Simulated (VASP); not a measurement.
Crystal: SiC.

```
CELL_PARAMETERS angstrom
2.94250 0.00000 0.00000
-1.47125 2.54828 0.00000
0.00000 0.00000 4.83003
ATOMIC_POSITIONS crystal
Si 0.33333 0.66667 0.49969
Si 0.66667 0.33333 0.99969
C 0.33333 0.66667 0.87531
C 0.66667 0.33333 0.37531
```

This cell differs from its parent crystal: strain -4.3%.

Program: VASP 6.6.1. Alike in all runs: task single point; potentials or basis VASP PAW PBE potentials, release 64 (Si, C); no spin polarisation; cell as given; cutoff (eV) 520.

**Question.** Order these runs on this cell by their band gap on the k mesh, lowest first.
A. level PBE; k mesh 12 × 12 × 6; smearing fermi-dirac 0.02 eV
B. level r2SCAN; k mesh 12 × 12 × 6; smearing gaussian 0.01 eV
C. level HSE06; k mesh 6 × 6 × 4; smearing gaussian 0.01 eV; grid for exact exchange (PRECFOCK) Normal; share of exact exchange 0.25; screening parameter 0.2079 1/Å

**Answer.** A (2.01 eV), B (2.45 eV), C (2.94 eV).

A k mesh can miss the band edges.
